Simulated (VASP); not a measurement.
# Au in VASP: single point with PBE+D3(BJ)

Aim: the single point of Au with PBE+D3(BJ).

Program: VASP 6.6.1. These are calculated values, not measurements. Logs are shortened: lines on timing, memory, paths and dates and some standing lists are left out, and cuts for length are marked.

### Step 1. The cell of the first run

The cell holds a slab with vacuum, 16 atoms: a = 5.803 Å, b = 5.803 Å, c = 24.107 Å, α = 90.00°, β = 90.00°, γ = 120.00°.

### Step 2. Single point, PBE+D3(BJ)

INCAR

```
ALGO = Fast
DIPOL = 0.5 0.5 0.500
EDIFF = 1E-7
ENCUT = 520
GGA = PE
IDIPOL = 3
ISIF = 2
ISMEAR = 0
IVDW = 12
LASPH = True
LCHARG = False
LDIPOL = True
LREAL = Auto
LWAVE = False
NBANDS = 102
NELM = 60
PREC = Accurate
SIGMA = 0.1
```

KPOINTS

```
k-points
0
Gamma
  6 6 1
```

POSCAR

```
Au
1.0
    5.8028129892      0.0000000000      0.0000000000
   -2.9014064946      5.0253834621      0.0000000000
    0.0000000000      0.0000000000     24.1069654482
Au
16
Direct
    0.3333333333      0.1666666667      0.3525951874
    0.3333333333      0.6666666667      0.3525951874
    0.8333333333      0.1666666667      0.3525951874
    0.8333333333      0.6666666667      0.3525951874
    0.6666666667      0.3333333333      0.4508650625
    0.6666666667      0.8333333333      0.4508650625
    0.1666666667      0.3333333333      0.4508650625
    0.1666666667      0.8333333333      0.4508650625
    0.0000000000      0.5000000000      0.5481729892
    0.0000000000      0.0000000000      0.5481729892
    0.5000000000      0.5000000000      0.5481729892
    0.5000000000      0.0000000000      0.5481729892
    0.3333333333      0.6666666667      0.6476925844
    0.3333333333      0.1666666667      0.6476925844
    0.8333333333      0.6666666667      0.6476925844
    0.8333333333      0.1666666667      0.6476925844
```

Potentials or basis: VASP PAW PBE potentials, release 64 (Au).

On the command line:

```console
$ cat potpaw_PBE.64/Au/POTCAR > POTCAR
$ mpirun -np 1 vasp_std > vasp.out
```

OUTCAR:

```text
EDIFF = 1E-7
   ENCUT = 520
   GGA = PE
   ISIF = 2
   ISMEAR = 0
   IVDW = 12
   LASPH = True
   LREAL = Auto
   NELM = 60
   PREC = Accurate
 IVDW          = 12

 ion  position               nearest neighbor table
   1  0.333  0.167  0.353-   3 2.90   3 2.90   4 2.90   2 2.90   2 2.90   4 2.90   7 2.90   5 2.90
                             8 2.90
   2  0.333  0.667  0.353-   4 2.90   4 2.90   1 2.90   1 2.90   3 2.90   3 2.90   8 2.90   6 2.90
                             7 2.90
   3  0.833  0.167  0.353-   1 2.90   1 2.90   4 2.90   4 2.90   2 2.90   2 2.90   5 2.90   7 2.90
                             6 2.90
   4  0.833  0.667  0.353-   2 2.90   2 2.90   3 2.90   3 2.90   1 2.90   1 2.90   6 2.90   8 2.90
                             5 2.90
   5  0.667  0.333  0.451-   9 2.88  12 2.88  11 2.88   7 2.90   7 2.90   6 2.90   6 2.90   8 2.90
                             8 2.90   3 2.90   1 2.90   4 2.90
   6  0.667  0.833  0.451-  10 2.88  11 2.88  12 2.88   8 2.90   8 2.90   7 2.90   5 2.90   5 2.90
                             7 2.90   4 2.90   2 2.90   3 2.90
   7  0.167  0.333  0.451-  11 2.88  10 2.88   9 2.88   5 2.90   5 2.90   6 2.90   8 2.90   8 2.90
                             6 2.90   1 2.90   3 2.90   2 2.90
   8  0.167  0.833  0.451-  12 2.88   9 2.88  10 2.88   6 2.90   6 2.90   5 2.90   7 2.90   7 2.90
                             5 2.90   2 2.90   4 2.90   1 2.90
   9  0.000  0.500  0.548-   5 2.88   8 2.88   7 2.88  11 2.90  11 2.90  12 2.90  10 2.90  10 2.90
[... 22 lines left out ...]
 A1 = (   5.8028129892,   0.0000000000,   0.0000000000)
 A2 = (  -2.9014064946,   5.0253834621,   0.0000000000)
 A3 = (   0.0000000000,   0.0000000000,  24.1069654482)

Analysis of symmetry for initial positions (statically):
=====================================================================
 Subroutine PRICEL returns following result:

  LATTYP: Found a hexagonal cell.
 ALAT       =     2.9014064946
 C/A-ratio  =     8.3087169940

  Lattice vectors:

 A1 = (   2.9014064946,   0.0000000000,   0.0000000000)
 A2 = (  -1.4507032473,   2.5126917310,   0.0000000000)
 A3 = (   0.0000000000,   0.0000000000,  24.1069654482)

   4 primitive cells build up your supercell.

 Routine SETGRP: Setting up the symmetry group for a
 hexagonal supercell.

 Subroutine GETGRP returns: Found  6 space group operations
 (whereof  6 operations were pure point group operations)
 out of a pool of 24 trial point group operations.

The static configuration has the point symmetry C_3v.

Analysis of symmetry for dynamics (positions and initial velocities):
=====================================================================
 Subroutine PRICEL returns following result:

  LATTYP: Found a hexagonal cell.
 ALAT       =     2.9014064946
 C/A-ratio  =     8.3087169940

  Lattice vectors:

 A1 = (   2.9014064946,   0.0000000000,   0.0000000000)
 A2 = (  -1.4507032473,   2.5126917310,   0.0000000000)
 A3 = (   0.0000000000,   0.0000000000,  24.1069654482)

   4 primitive cells build up your supercell.

 Routine SETGRP: Setting up the symmetry group for a
 hexagonal supercell.

 Subroutine GETGRP returns: Found  6 space group operations
 (whereof  6 operations were pure point group operations)
 out of a pool of 24 trial point group operations.

The dynamic configuration has the point symmetry C_3v.

 Subroutine INISYM returns: Found  6 space group operations
 (whereof  6 operations are pure point group operations),
 and found     4 'primitive' translations

----------------------------------------------------------------------------------------

                                     Primitive cell

  volume of cell :     175.7480

  direct lattice vectors                    reciprocal lattice vectors
     2.901406495  0.000000000  0.000000000     0.344660427  0.198989790  0.000000000
    -1.450703247  2.512691731  0.000000000     0.000000000  0.397979580  0.000000000
     0.000000000  0.000000000 24.106965448     0.000000000  0.000000000  0.041481787

  length of vectors
     2.901406495  2.901406495 24.106965448     0.397979580  0.397979580  0.041481787

  position of ions in fractional coordinates (direct lattice)
     0.666666667  0.333333333  0.352595187
     0.333333333  0.666666667  0.450865063
     0.000000000  0.000000000  0.548172989
     0.666666667  0.333333333  0.647692584

  ion indices of the primitive-cell ions
   primitive index   ion index
                 1           1
                 2           7
                 3          12
                 4          14

----------------------------------------------------------------------------------------

 KPOINTS: k-points

Automatic generation of k-mesh.
 Grid dimensions read from file:
 generate k-points for:    6    6    1

 Generating k-lattice:

  Cartesian coordinates                     Fractional coordinates (reciprocal lattice)
     0.028721702  0.016582483  0.000000000     0.166666667 -0.000000000  0.000000000
     0.000000000  0.033164965  0.000000000     0.000000000  0.166666667  0.000000000
     0.000000000  0.000000000  0.041481787     0.000000000  0.000000000  1.000000000

  Length of vectors
     0.033164965  0.033164965  0.041481787

  Shift w.r.t. Gamma in fractional coordinates (k-lattice)
     0.000000000  0.000000000  0.000000000

 Subroutine IBZKPT returns following result:
 ===========================================

 Found      7 irreducible k-points:

 Following reciprocal coordinates:
            Coordinates               Weight
  0.000000  0.000000  0.000000      1.000000
  0.166667  0.000000  0.000000      6.000000
  0.333333  0.000000  0.000000      6.000000
  0.500000  0.000000  0.000000      3.000000
  0.166667  0.166667  0.000000      6.000000
  0.333333  0.166667  0.000000     12.000000
  0.333333  0.333333  0.000000      2.000000
   k-points           NKPTS =      7   k-points in BZ     NKDIM =      7   number of bands    NBANDS=    102
   number of dos      NEDOS =    301   number of ions     NIONS =     16
   total plane-waves  NPLWV = 414720
   dimension x,y,z NGX =    48 NGY =   48 NGZ =  180
   dimension x,y,z NGXF=    96 NGYF=   96 NGZF=  360
   ions per type =              16
   NGX,Y,Z   is equivalent  to a cutoff of  13.75, 13.75, 12.41 a.u.
   NGXF,Y,Z  is equivalent  to a cutoff of  27.50, 27.50, 24.83 a.u.
 SYSTEM =  unknown system
   PREC   = accura    normal or accurate (medium, high low for compatibility)
   ISTART =      0    job   : 0-new  1-cont  2-samecut
   ICHARG =      2    charge: 1-file 2-atom 10-const
   ISPIN  =      1    spin polarized calculation?
   LNONCOLLINEAR =      F non collinear calculations
   LSORBIT =      F    spin-orbit coupling
   LASPH  =      T    aspherical Exc in radial PAW
   ENCUT  =  520.0 eV  38.22 Ry    6.18 a.u.  10.79 10.79 44.82*2*pi/ulx,y,z
   NELM   =     60;   NELMIN=  2; NELMDL= -5     # of ELM steps
   EDIFF  = 0.1E-06   stopping-criterion for ELM
   LREAL  =      T    real-space projection
   EDIFFG = 0.1E-05   stopping-criterion for IOM
   NSW    =      0    number of steps for IOM
   IBRION =     -1    ionic relax: 0-MD 1-quasi-New 2-CG
   NFREE  =      0    steps in history (QN), initial steepest desc. (CG)
   ISIF   =      2    stress and relaxation
   ISYM   =      2    0-nonsym 1-usesym 2-fastsym
   POTIM  = 0.5000    time-step for ionic-motion
   TEBEG  =    0.0;   TEEND  =   0.0 temperature during run
   PSTRESS=    0.0 pullay stress
   NELECT =     176.0000    total number of electrons
   NUPDOWN=      -1.0000    fix difference up-down
   EMIN   =  10.00;   EMAX   =-10.00  energy-range for DOS
   EFERMI =   0.00;   METHOD = LEGACY
   ISMEAR =     0;   SIGMA  =   0.10  broadening in eV -4-tet -1-fermi 0-gaus
   EFERMI_NEDOS =   21; number of points for ismear=-14 and -15
   IALGO  =     68    algorithm
   IMIX   =      4    mixing-type and parameters
     AMIX     =   0.40;   BMIX     =  1.00
     AMIX_MAG =   1.60;   BMIX_MAG =  1.00
  volume/ion in A,a.u.               =      43.94       296.50
  Fermi-wavevector in a.u.,A,eV,Ry     =   1.031800  1.949820 14.484921  1.064612
  Thomas-Fermi vector in A             =   2.165966
   LORBIT       =      0    0 simple, 1 ext, 2 COOP (PROOUT), +10 PAW based schemes
   GGA     = PE    functional components
   LHFCALC =     F    Hartree Fock is set to
   AEXX    =    0.0000 exact exchange contribution
   IVDW    =    12    specifies the selected vdW correction
   LEPSILON=     F    determine dielectric tensor
   LRPA    =     F    only Hartree local field effects (RPA)
 non-spin polarized calculation
 RMM-DIIS sequential band-by-band and
 Gauss-broadening in eV      SIGMA  =   0.10
  energy-cutoff  :      520.00
  volume of cell :      702.99
 maximum number of plane-waves:     18947
 NGX is ok and might be reduce to    48
   NGX = 21   NGY = 21   NGZ = 89

 dipolmoment           0.000000      0.000000     -0.196461 electrons x Angstroem

 number of electron     176.0000022 magnetization

 dipolmoment           0.000000      0.000000      0.001994 electrons x Angstroem

 Free energy of the ion-electron system (eV)
  ---------------------------------------------------
  ext. energy  EPLUGINS =         0.00000000
  ---------------------------------------------------
  free energy    TOTEN  =       -48.89528261 eV

  energy without entropy =      -48.85422795  energy(sigma->0) =      -48.87475528

 E-fermi :   0.5155     XC(G=0):  -5.6527

 val. band max:        0.4922246845   @ k =   0.0000   0.0000   0.0000
 cond. band min:       0.6626833226   @ k =   0.0000   0.0000   0.0000
 fundamental gap:      0.1704586381
 Fermi energy:         0.5154929979

 k-point     1 :       0.0000    0.0000    0.0000
  band No.  band energies     occupation
      1      -8.7155      2.00000
      2      -7.5466      2.00000
      3      -6.5813      2.00000
      4      -6.5012      2.00000
      5      -6.3002      2.00000
      6      -6.3002      2.00000
[... 710 lines left out ...]
     99       4.6213      0.00000
    100       5.3126      0.00000
 [bands above 100 left out]

------------------------ aborting loop because EDIFF is reached ----------------------------------------

 vacuum level on the upper side and lower side of the slab       (xc-potential included)         0.001        -0.011

 Edisp (eV)   -7.95597

 E8    (eV) :    -3.6972

  FORCE on cell =-STRESS in cart. coord.  units (eV):
  Direction    XX          YY          ZZ          XY          YZ          ZX
  --------------------------------------------------------------------------------------
  -------------------------------------------------------------------------------------
  Total      -8.43607    -8.43607     0.66782     0.00000    -0.00000     0.00000
  in kB     -19.22650   -19.22650     1.52201     0.00000    -0.00000     0.00000
  external pressure =      -12.31 kB  Pullay stress =        0.00 kB

 VOLUME and BASIS-vectors are now :
 -----------------------------------------------------------------------------
  energy-cutoff  :      520.00
  volume of cell :      702.99
      direct lattice vectors                 reciprocal lattice vectors
     5.802812989  0.000000000  0.000000000     0.172330213  0.099494895  0.000000000
    -2.901406495  5.025383462  0.000000000     0.000000000  0.198989790  0.000000000
     0.000000000  0.000000000 24.106965448     0.000000000  0.000000000  0.041481787

 POSITION                                       TOTAL-FORCE (eV/Angst)
 -----------------------------------------------------------------------------------
      1.45070      0.83756      8.50000         0.000000      0.000000     -0.099507
     -0.00000      3.35026      8.50000         0.000000     -0.000000     -0.099507
      4.35211      0.83756      8.50000         0.000000      0.000000     -0.099507
      2.90141      3.35026      8.50000         0.000000      0.000000     -0.099507
      2.90141      1.67513     10.86899        -0.000000      0.000000      0.106664
      1.45070      4.18782     10.86899         0.000000      0.000000      0.106664
[... 8 lines left out ...]
      2.90141      3.35026     15.61390        -0.000000     -0.000000     -0.010229
      4.35211      0.83756     15.61390        -0.000000     -0.000000     -0.010229
 -----------------------------------------------------------------------------------
    total drift:                                0.000000     -0.000000     -0.017193

  FREE ENERGIE OF THE ION-ELECTRON SYSTEM (eV)
  ---------------------------------------------------
  free  energy   TOTEN  =       -56.8512554210 eV

  energy  without entropy=      -56.8102007585  energy(sigma->0) =      -56.83072809

 vacuum level on the upper side and lower side of the slab         5.619         5.606
```

It took 35 min on 1 thread of Intel Xeon 8259CL, shared host; peak memory 0.96 GiB.

Results:

```yaml
Free_energy: -56.8513 eV
Largest_force: 0.107 eV/Å
Band_gap_on_the_k_mesh: zero (bands 88 and 89 overlap by 1.05 eV)
Dispersion_energy_per_atom: -0.497 eV
```

Forces on the atoms (eV/Å):
```
Au   0.000  0.000 -0.100
Au   0.000  0.000 -0.100
Au   0.000  0.000 -0.100
Au   0.000  0.000 -0.100
Au   0.000  0.000  0.107
Au   0.000  0.000  0.107
Au   0.000  0.000  0.107
Au   0.000  0.000  0.107
Au   0.000  0.000  0.003
Au   0.000  0.000  0.003
Au   0.000  0.000  0.003
Au   0.000  0.000  0.003
Au   0.000  0.000 -0.010
Au   0.000  0.000 -0.010
Au   0.000  0.000 -0.010
Au   0.000  0.000 -0.010
```

Caveat: spin-orbit coupling is left out, which moves the levels of the heavy elements.

The gap in the log of VASP goes by the Fermi energy; the results here count the filled bands.